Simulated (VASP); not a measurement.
GaAs:

```
Ga As
1.0
     3.32867    0.00000    0.00000
     0.00000    3.32867    0.00000
     0.00000    0.00000    3.32867
Ga As
1 1
Direct
  0.00000 0.00000 0.00000
  0.50000 0.50000 0.50000
```

Base run:

```yaml
Program: VASP 6.6.1
Functional: r2SCAN
Potentials_or_basis: VASP PAW PBE potentials, release 64 (Ga_d, As)
Cutoff: 520 eV
k_mesh: 6 × 6 × 6
Occupations: fermi-dirac, width 0.02 eV
Spin: no spin polarisation
```

Its results: band gap on the k mesh zero (band 9 reaches 7.39 eV, above the bottom of band 10 at 3.84 eV); pressure 0.4 GPa.

Problem. After a change of settings the same cell gave: band gap on the k mesh zero (band 9 reaches 6.49 eV, above the bottom of band 10 at 5.16 eV); pressure 5.4 GPa. Which change was it?
A. occupations from fermi-dirac, width 0.02 eV to gaussian, width 0.5 eV
B. functional from r2SCAN to PBEsol; further incar settings from ALGO = Normal; EDIFF = 1e-06; NBANDS = 16 to ALGO = Normal; EDIFF = 1e-07; NBANDS = 16
C. k mesh from 6 × 6 × 6 to 3 × 3 × 3

Solution. C.

Caveats: some runs use coarse meshes; the PAW data sets were made with another functional, which shifts forces and pressure a little.
